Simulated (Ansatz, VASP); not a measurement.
**One calculation of ZnSe, two programs**

The input INCAR:

```
PREC     = Accurate       # precision mode
ENCUT    = 520            # plane-wave cutoff, eV
EDIFF    = 1E-7           # SCF threshold, eV
ISMEAR   = -1             # smearing method
SIGMA    = 0.08           # smearing width, eV
LREAL    = F              # projectors in reciprocal space
LASPH    = T              # aspherical terms in the spheres
NELM     = 60             # most SCF steps
ALGO     = Normal         # electronic algorithm
ISIF     = 2              # what is computed and relaxed
LWAVE    = F              # write WAVECAR
LCHARG   = F              # write CHGCAR
GGA      = PS             # functional
NBANDS   = 16             # bands
```

KPOINTS

```
regular mesh
0
Gamma
  11 11 11
```

The input POSCAR:

```
ZnSe
1.0
    0.0000000000      2.4274616942      2.4274616942
    2.4274616942      0.0000000000      2.4274616942
    2.4274616942      2.4274616942      0.0000000000
Zn Se
1 1
Direct
    0.0000000000      0.0000000000      0.0000000000
    0.2500000000      0.2500000000      0.2500000000
```

Input for Ansatz:

```yaml
crystal:
  lattice:
    - [0.0, 2.4274616942, 2.4274616942]
    - [2.4274616942, 0.0, 2.4274616942]
    - [2.4274616942, 2.4274616942, 0.0]
  atoms:
    - { symbol: Zn, position: [0.0, 0.0, 0.0] }
    - { symbol: Se, position: [0.25, 0.25, 0.25] }
kpoints:
  mp_grid: { grid: [11, 11, 11] }
scf:
  occupations: { method: fermi_dirac, width: 0.08 }
hamiltonian:
  xc: pbesol
  pseudopotentials: { kind: paw }
output:
  forces: true
  stress: true
  eigenvalues: true
  populations: true
```

Change from the starting cell: volume scaled by 0.64, PAW files.

Alike in both runs: task single point; functional PBEsol; k mesh 11 × 11 × 11; occupations fermi-dirac, width 0.08 eV; no spin polarisation.

|  | VASP | Ansatz |
| --- | --- | --- |
| version | VASP 6.6.1 | Ansatz 0.2.0 |
| potentials or method | VASP PAW PBE potentials, release 64 (Zn, Se) | PAW with Ansatz's default frozen-core files, scalar-relativistic |
| plane-wave cutoff (eV) | 520 | 420 |
| valence electrons in the cell | 18 | 28 |

|  | VASP | Ansatz | Ansatz less VASP |
| --- | --- | --- | --- |
| pressure (GPa) | 81.4 | 79.9 | -1.55 |

VASP's potentials were made for PBE, not for PBEsol. Both programs put the cell under a high pressure, so it lies far from rest at this level. VASP's potentials hold 18 valence electrons a cell and Ansatz's 28, so a difference there can come from the potentials and not from the codes.

Noted on VASP's run: the cell as given lies far from equilibrium.
